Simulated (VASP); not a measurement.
# AlN (P6_3mc) in VASP: settings compared

AlN is run at these levels: PBE, LDA, r2SCAN; tasks: electric field gradients.

Program: VASP 6.6.1. These are calculated values, not measurements. Logs are shortened: lines on timing, memory, paths and dates and some standing lists are left out, and cuts for length are marked.

## Step 1: The cell of the first run

Symmetry: P6_3mc, No. 186, hexagonal system. The conventional cell has a = 3.113 Å, b = 3.113 Å, c = 4.981 Å, α = 90.00°, β = 90.00°, γ = 120.00°. Within 2.5 Å of Al (site symmetry 3m) lie 4 N at 1.89 Å. N (site symmetry 3m) has 4 Al at 1.89 Å within 2.5 Å.

## Step 2: Electric field gradients, PBE

File INCAR:

```
SYSTEM = AlN
  ALGO = Normal
  EDIFF = 1E-8
  ENCUT = 520
  GGA = PE
  ISIF = 2
  ISMEAR = -1
  LASPH = .TRUE.
  LCHARG = .FALSE.
  LEFG = .TRUE.
  LREAL = .FALSE.
  LWAVE = .FALSE.
  NBANDS = 16
  NELM = 60
  PREC = Accurate
  SIGMA = 0.02
```

File KPOINTS:

```
k-points
0
G
  11 11 6
  0 0 0
```

File POSCAR:

```
AlN
1.0
    3.1130000000      0.0000000000      0.0000000000
   -1.5565000000      2.6959370820      0.0000000000
    0.0000000000      0.0000000000      4.9810000000
Al N
2 2
Direct
    0.3333333333      0.6666666667      0.0000000000
    0.6666666667      0.3333333333      0.5000000000
    0.3333333333      0.6666666667      0.3800000000
    0.6666666667      0.3333333333      0.8800000000
```

Potentials or basis: VASP PAW PBE potentials, release 64 (Al, N).

The run is started by

```sh
$ cat potpaw_PBE.64/Al/POTCAR potpaw_PBE.64/N/POTCAR > POTCAR
$ mpirun -np 1 vasp_std > vasp.out
```

OUTCAR:

```text
SYSTEM = AlN
   EDIFF = 1E-8
   ENCUT = 520
   GGA = PE
   ISIF = 2
   ISMEAR = -1
   LASPH = .TRUE.
   LREAL = .FALSE.
   NELM = 60
   PREC = Accurate

 ion  position               nearest neighbor table
   1  0.333  0.667  0.000-   3 1.89   4 1.89   4 1.89   4 1.89   2 3.07   2 3.07   2 3.07   2 3.07
                             2 3.07   2 3.07
   2  0.667  0.333  0.500-   4 1.89   3 1.89   3 1.89   3 1.89   1 3.07   1 3.07   1 3.07   1 3.07
                             1 3.07   1 3.07
   3  0.333  0.667  0.380-   1 1.89   2 1.89   2 1.89   2 1.89
   4  0.667  0.333  0.880-   2 1.89   1 1.89   1 1.89   1 1.89

  LATTYP: Found a hexagonal cell.
 ALAT       =     3.1130000000
 C/A-ratio  =     1.6000642467

  Lattice vectors:

 A1 = (   3.1130000000,   0.0000000000,   0.0000000000)
 A2 = (  -1.5565000000,   2.6959370820,   0.0000000000)
 A3 = (   0.0000000000,   0.0000000000,   4.9810000000)

Analysis of symmetry for initial positions (statically):
=====================================================================
 Subroutine PRICEL returns:
 Original cell was already a primitive cell.

 Routine SETGRP: Setting up the symmetry group for a
 hexagonal supercell.

 Subroutine GETGRP returns: Found 12 space group operations
 (whereof  6 operations were pure point group operations)
 out of a pool of 24 trial point group operations.

The static configuration has the point symmetry C_3v.
 The point group associated with its full space group is C_6v.

Analysis of symmetry for dynamics (positions and initial velocities):
=====================================================================
 Subroutine PRICEL returns:
 Original cell was already a primitive cell.

 Routine SETGRP: Setting up the symmetry group for a
 hexagonal supercell.

 Subroutine GETGRP returns: Found 12 space group operations
 (whereof  6 operations were pure point group operations)
 out of a pool of 24 trial point group operations.

The dynamic configuration has the point symmetry C_3v.
 The point group associated with its full space group is C_6v.

 Subroutine INISYM returns: Found 12 space group operations
 (whereof  6 operations are pure point group operations),
 and found     1 'primitive' translations

----------------------------------------------------------------------------------------

                                     Primitive cell

  volume of cell :      41.8028

  direct lattice vectors                    reciprocal lattice vectors
     3.113000000  0.000000000  0.000000000     0.321233537  0.185464269  0.000000000
    -1.556500000  2.695937082  0.000000000     0.000000000  0.370928538  0.000000000
     0.000000000  0.000000000  4.981000000     0.000000000  0.000000000  0.200762899

  length of vectors
     3.113000000  3.113000000  4.981000000     0.370928538  0.370928538  0.200762899

  position of ions in fractional coordinates (direct lattice)
     0.333333333  0.666666667  0.000000000
     0.666666667  0.333333333  0.500000000
     0.333333333  0.666666667  0.380000000
     0.666666667  0.333333333  0.880000000

  ion indices of the primitive-cell ions
   primitive index   ion index
                 1           1
                 2           2
                 3           3
                 4           4

----------------------------------------------------------------------------------------

 KPOINTS: k-points

Automatic generation of k-mesh.
 Grid dimensions read from file:
 generate k-points for:   11   11    6

 Generating k-lattice:

  Cartesian coordinates                     Fractional coordinates (reciprocal lattice)
     0.029203049  0.016860388  0.000000000     0.090909091  0.000000000  0.000000000
     0.000000000  0.033720776  0.000000000     0.000000000  0.090909091  0.000000000
     0.000000000  0.000000000  0.033460483     0.000000000  0.000000000  0.166666667

  Length of vectors
     0.033720776  0.033720776  0.033460483

  Shift w.r.t. Gamma in fractional coordinates (k-lattice)
[... 39 lines left out ...]
   ions per type =               2   2
   NGX,Y,Z   is equivalent  to a cutoff of  12.82, 12.82, 13.35 a.u.
   NGXF,Y,Z  is equivalent  to a cutoff of  25.63, 25.63, 26.70 a.u.
 SYSTEM =  AlN
   PREC   = accura    normal or accurate (medium, high low for compatibility)
   ISTART =      0    job   : 0-new  1-cont  2-samecut
   ICHARG =      2    charge: 1-file 2-atom 10-const
   ISPIN  =      1    spin polarized calculation?
   LNONCOLLINEAR =      F non collinear calculations
   LSORBIT =      F    spin-orbit coupling
   LASPH  =      T    aspherical Exc in radial PAW
   ENCUT  =  520.0 eV  38.22 Ry    6.18 a.u.   5.79  5.79  9.26*2*pi/ulx,y,z
   NELM   =     60;   NELMIN=  2; NELMDL= -5     # of ELM steps
   EDIFF  = 0.1E-07   stopping-criterion for ELM
   LREAL  =      F    real-space projection
   EDIFFG = 0.1E-06   stopping-criterion for IOM
   NSW    =      0    number of steps for IOM
   IBRION =     -1    ionic relax: 0-MD 1-quasi-New 2-CG
   NFREE  =      0    steps in history (QN), initial steepest desc. (CG)
   ISIF   =      2    stress and relaxation
   ISYM   =      2    0-nonsym 1-usesym 2-fastsym
   POTIM  = 0.5000    time-step for ionic-motion
   TEBEG  =    0.0;   TEEND  =   0.0 temperature during run
   PSTRESS=    0.0 pullay stress
   NELECT =      16.0000    total number of electrons
   NUPDOWN=      -1.0000    fix difference up-down
   EMIN   =  10.00;   EMAX   =-10.00  energy-range for DOS
   EFERMI =   0.00;   METHOD = LEGACY
   ISMEAR =    -1;   SIGMA  =   0.02  broadening in eV -4-tet -1-fermi 0-gaus
   EFERMI_NEDOS =   21; number of points for ismear=-14 and -15
   IALGO  =     38    algorithm
   IMIX   =      4    mixing-type and parameters
     AMIX     =   0.40;   BMIX     =  1.00
     AMIX_MAG =   1.60;   BMIX_MAG =  1.00
  volume/ion in A,a.u.               =      10.45        70.52
  Fermi-wavevector in a.u.,A,eV,Ry     =   1.188629  2.246183 19.222843  1.412839
  Thomas-Fermi vector in A             =   2.324754
   LORBIT       =      0    0 simple, 1 ext, 2 COOP (PROOUT), +10 PAW based schemes
   GGA     = PE    functional components
   LHFCALC =     F    Hartree Fock is set to
   AEXX    =    0.0000 exact exchange contribution
   IVDW    =     0    specifies the selected vdW correction
   LEPSILON=     F    determine dielectric tensor
   LRPA    =     F    only Hartree local field effects (RPA)
 non-spin polarized calculation
  energy-cutoff  :      520.00
  volume of cell :       41.80
 maximum number of plane-waves:      1138
 NGX is ok and might be reduce to    24
   NGX = 11   NGY = 11   NGZ = 19

 number of electron      15.9999997 magnetization

 Free energy of the ion-electron system (eV)
  ---------------------------------------------------
  ext. energy  EPLUGINS =         0.00000000
  ---------------------------------------------------
  free energy    TOTEN  =       -29.77128208 eV

  energy without entropy =      -29.77128208  energy(sigma->0) =      -29.77128208

 E-fermi :   6.4931     XC(G=0): -10.9069

 val. band max:        6.1215974530   @ k =   0.0000   0.0000   0.0000
 cond. band min:      10.3450258613   @ k =   0.0000   0.0000   0.0000
 fundamental gap:      4.2234284083
 Fermi energy:         6.4931057672

 k-point     1 :       0.0000    0.0000    0.0000
  band No.  band energies     occupation
      1      -9.0373      2.00000
      2      -6.8889      2.00000
      3       0.1488      2.00000
      4       5.2900      2.00000
      5       5.2900      2.00000
      6       5.9421      2.00000
[... 433 lines left out ...]
      3       1.1790      2.00000
      4       3.1246      2.00000
      5       3.5244      2.00000
      6       4.6392      2.00000
[... 8 lines left out ...]
     15      18.5630      0.00000
     16      19.6375      0.00000

 [... further k-points ...]
[... 5 lines left out ...]
  --------------------------------------------------------------------------------------
  -------------------------------------------------------------------------------------
  Total        0.7567218      0.7567218      1.1895171      0.0000000      0.0000000      0.0000000
  in kB       29.0029004     29.0029004     45.5906584      0.0000000      0.0000000      0.0000000
  external PRESSURE =      34.5321531 kB  Pullay stress =       0.0000000 kB

 VOLUME and BASIS-vectors are now :
 -----------------------------------------------------------------------------
  energy-cutoff  :      520.00
  volume of cell :       41.80
      direct lattice vectors                 reciprocal lattice vectors
     3.113000000  0.000000000  0.000000000     0.321233537  0.185464269  0.000000000
    -1.556500000  2.695937082  0.000000000     0.000000000  0.370928538  0.000000000
     0.000000000  0.000000000  4.981000000     0.000000000  0.000000000  0.200762899

 POSITION                                       TOTAL-FORCE (eV/Angst)
 -----------------------------------------------------------------------------------
     -0.00000      1.79729      0.00000        -0.000000      0.000000     -0.128874
      1.55650      0.89865      2.49050         0.000000      0.000000     -0.128874
     -0.00000      1.79729      1.89278        -0.000000      0.000000      0.128874
      1.55650      0.89865      4.38328         0.000000     -0.000000      0.128874
 -----------------------------------------------------------------------------------
    total drift:                               -0.000000     -0.000000      0.000398

  FREE ENERGIE OF THE ION-ELECTRON SYSTEM (eV)
  ---------------------------------------------------
  free  energy   TOTEN  =       -29.7712820819 eV

  energy  without entropy=      -29.7712820819  energy(sigma->0) =      -29.77128208

 Electric field gradients (V/A^2)
---------------------------------------------------------------------
 ion       V_xx      V_yy      V_zz      V_xy      V_xz      V_yz
---------------------------------------------------------------------
   1      -1.302    -1.302     2.605    -0.000     0.000    -0.000
   2      -1.302    -1.302     2.605    -0.000    -0.000     0.000
   3       0.222     0.222    -0.444    -0.000    -0.000     0.000
   4       0.222     0.222    -0.444    -0.000     0.000    -0.000
---------------------------------------------------------------------

 Electric field gradients after diagonalization (V/A^2)
 (convention: |V_zz| > |V_xx| > |V_yy|)
----------------------------------------------------------------------
 ion       V_xx      V_yy      V_zz     asymmetry (V_yy - V_xx)/ V_zz
----------------------------------------------------------------------
   1      -1.302    -1.302     2.605       0.000
   2      -1.302    -1.302     2.605       0.000
   3       0.222     0.222    -0.444       0.001
   4       0.222     0.222    -0.444       0.001
----------------------------------------------------------------------

           NMR quadrupolar parameters

 Cq : quadrupolar parameter    Cq=e*Q*V_zz/h
 eta: asymmetry parameters     (V_yy - V_xx)/ V_zz
 Q  : nuclear electric quadrupole moment in mb (millibarn)
----------------------------------------------------------------------
 ion       Cq(MHz)       eta       Q (mb)
----------------------------------------------------------------------
   1       0.006       0.000       1.000
   2       0.006       0.000       1.000
   3      -0.001       0.001       1.000
   4      -0.001       0.001       1.000
----------------------------------------------------------------------
```

It took 57 s on 1 thread of AMD EPYC 7R13 (Zen 3), shared host; peak memory 0.14 GiB.

Results:

```
Free energy            : -29.7713 eV
Pressure               : 3.5 GPa
Largest force          : 0.129 eV/Å
Band gap on the k mesh : 4.22 eV, direct
```

Forces in eV/Å, atoms in the order of the input:
```
Al   0.000  0.000 -0.129
Al   0.000  0.000 -0.129
N    0.000  0.000  0.129
N    0.000  0.000  0.129
```

Electric field gradients, principal values (V/Å²):
| atom | least | middle | greatest (by size) |
| --- | --- | --- | --- |
| 1 Al | -1.302 | -1.302 | 2.605 |
| 2 Al | -1.302 | -1.302 | 2.605 |
| 3 N | 0.222 | 0.222 | -0.444 |
| 4 N | 0.222 | 0.222 | -0.444 |

Caveat: without QUAD_EFG the Cq values of the log hold for a quadrupole moment of 1 mb, not for the nuclei. A k mesh can miss the band edges.

## Step 3: Electric field gradients, LDA

File INCAR:

```
SYSTEM = AlN
PREC = Accurate
ENCUT = 520
EDIFF = 1E-8
ISMEAR = -1
SIGMA = 0.02
LREAL = .False.
LASPH = .True.
NELM = 100
ALGO = Normal
ISIF = 2
LWAVE = .False.
LCHARG = .False.
LEFG = .True.
NBANDS = 16
```

File KPOINTS:

```
Automatic mesh
0
Gamma
  11 11 6
  0 0 0
```

File POSCAR:

```
AlN
1.0
    3.1130000000      0.0000000000      0.0000000000
   -1.5565000000      2.6959370820      0.0000000000
    0.0000000000      0.0000000000      4.9810000000
Al N
2 2
Direct
    0.3333333333      0.6666666667     -0.0009848543
    0.6666666667      0.3333333333      0.4990151457
    0.3333333333      0.6666666667      0.3809848543
    0.6666666667      0.3333333333      0.8809848543
```

Potentials or basis: VASP PAW LDA potentials, release 64 (Al, N).

The run is started by

```sh
$ cat potpaw_LDA.64/Al/POTCAR potpaw_LDA.64/N/POTCAR > POTCAR
$ mpirun -np 1 vasp_std > vasp.out
```

OUTCAR:

```text
SYSTEM = AlN
   PREC = Accurate
   ENCUT = 520
   EDIFF = 1E-8
   ISMEAR = -1
   LREAL = .False.
   LASPH = .True.
   NELM = 100
   ISIF = 2

 ion  position               nearest neighbor table
   1  0.333  0.667  0.999-   4 1.89   4 1.89   4 1.89   3 1.90   2 3.07   2 3.07   2 3.07   2 3.07
                             2 3.07   2 3.07
   2  0.667  0.333  0.499-   3 1.89   3 1.89   3 1.89   4 1.90   1 3.07   1 3.07   1 3.07   1 3.07
                             1 3.07   1 3.07
   3  0.333  0.667  0.381-   2 1.89   2 1.89   2 1.89   1 1.90
   4  0.667  0.333  0.881-   1 1.89   1 1.89   1 1.89   2 1.90

  LATTYP: Found a hexagonal cell.
 ALAT       =     3.1130000000
[... 689 lines left out ...]
 ion       V_xx      V_yy      V_zz      V_xy      V_xz      V_yz
---------------------------------------------------------------------
   1      -2.505    -2.505     5.010     0.000    -0.000     0.000
   2      -2.505    -2.505     5.010     0.000     0.000    -0.000
   3       0.092     0.093    -0.184     0.001    -0.000     0.000
   4       0.092     0.093    -0.184     0.001     0.000    -0.000
---------------------------------------------------------------------

 Electric field gradients after diagonalization (V/A^2)
 (convention: |V_zz| > |V_xx| > |V_yy|)
----------------------------------------------------------------------
 ion       V_xx      V_yy      V_zz     asymmetry (V_yy - V_xx)/ V_zz
----------------------------------------------------------------------
   1      -2.505    -2.505     5.010       0.000
   2      -2.505    -2.505     5.010       0.000
   3       0.093     0.091    -0.184       0.011
   4       0.093     0.091    -0.184       0.011
----------------------------------------------------------------------

           NMR quadrupolar parameters

 Cq : quadrupolar parameter    Cq=e*Q*V_zz/h
 eta: asymmetry parameters     (V_yy - V_xx)/ V_zz
 Q  : nuclear electric quadrupole moment in mb (millibarn)
----------------------------------------------------------------------
 ion       Cq(MHz)       eta       Q (mb)
----------------------------------------------------------------------
   1       0.012       0.000       1.000
   2       0.012       0.000       1.000
   3      -0.000       0.011       1.000
   4      -0.000       0.011       1.000
----------------------------------------------------------------------
```

OSZICAR:

```text
N       E                     dE             d eps       ncg     rms          rms(c)
DAV:   1     0.375105769540E+02    0.37511E+02   -0.73792E+03  2048   0.900E+02
DAV:   2    -0.346571013201E+02   -0.72168E+02   -0.66261E+02  2856   0.176E+02
DAV:   3    -0.378579821778E+02   -0.32009E+01   -0.31912E+01  2552   0.381E+01
DAV:   4    -0.378740571526E+02   -0.16075E-01   -0.16074E-01  2520   0.326E+00
DAV:   5    -0.378742167007E+02   -0.15955E-03   -0.15955E-03  2568   0.319E-01    0.122E+01
DAV:   6    -0.329444772074E+02    0.49297E+01   -0.11436E+01  2144   0.239E+01    0.432E+00
DAV:   7    -0.328922532909E+02    0.52224E-01   -0.49774E-01  2440   0.465E+00    0.281E+00
DAV:   8    -0.328335125406E+02    0.58741E-01   -0.70852E-02  2200   0.223E+00    0.350E-01
DAV:   9    -0.328307458374E+02    0.27667E-02   -0.57233E-03  2560   0.541E-01    0.223E-01
DAV:  10    -0.328309030373E+02   -0.15720E-03   -0.60428E-04  2312   0.154E-01    0.117E-01
DAV:  11    -0.328308518092E+02    0.51228E-04   -0.90095E-05  2312   0.699E-02    0.208E-02
DAV:  12    -0.328308513943E+02    0.41485E-06   -0.15582E-06  2584   0.949E-03    0.507E-03
DAV:  13    -0.328308512739E+02    0.12040E-06   -0.72388E-07  2456   0.616E-03    0.121E-03
DAV:  14    -0.328308512867E+02   -0.12755E-07   -0.12597E-08  1936   0.931E-04    0.900E-04
DAV:  15    -0.328308512868E+02   -0.16701E-09   -0.31297E-09  1320   0.429E-04
   1 F= -.32830851E+02 E0= -.32830851E+02  d E =-.354218E-11
```

stdout:

```text
POSCAR found type information on POSCAR AlN
 POSCAR found :  2 types and       4 ions
 scaLAPACK will be used
 LDA part: xc-table for (Slater(with rela. corr.)+CA(PZ))
 , standard interpolation
 POSCAR, INCAR and KPOINTS ok, starting setup
 FFT: planning ... GRIDC
 FFT: planning ... GRID_SOFT
 FFT: planning ... GRID
 WAVECAR not read
 entering main loop
ion   1

ion   2

ion   3

ion   4
```

Run time: 38 s. Hardware: 1 thread of AMD EPYC 7R13 (Zen 3), shared host; peak memory 0.13 GiB.

What came out:

```
Free energy            : -32.8309 eV
Pressure               : -4.1 GPa
Largest force          : 0.006 eV/Å
Band gap on the k mesh : 4.22 eV, direct
```

Forces in eV/Å, atoms in the order of the input:
```
Al   0.000  0.000  0.006
Al   0.000  0.000  0.006
N    0.000  0.000 -0.006
N    0.000  0.000 -0.006
```

Levels at points of the mesh, in eV from the valence-band top:
| k point | band 6 | band 7 | band 8 | band 9 | band 10 | band 11 |
| --- | --- | --- | --- | --- | --- | --- |
| (0.00, 0.00, 0.00) | -0.22 | -0.22 | 0.00 | 4.22 | 6.52 | 10.47 |
| (0.00, 0.00, 0.50) | -0.56 | -0.56 | -0.56 | 6.40 | 6.40 | 10.13 |

Electric field gradients, principal values (V/Å²):
| atom | least | middle | greatest (by size) |
| --- | --- | --- | --- |
| 1 Al | -2.505 | -2.505 | 5.010 |
| 2 Al | -2.505 | -2.505 | 5.010 |
| 3 N | 0.091 | 0.093 | -0.184 |
| 4 N | 0.091 | 0.093 | -0.184 |

Caveat: without QUAD_EFG the Cq values of the log hold for a quadrupole moment of 1 mb, not for the nuclei. As with any semilocal functional, this LDA gap is likely too small.

(Continued in part 2 of 3.)
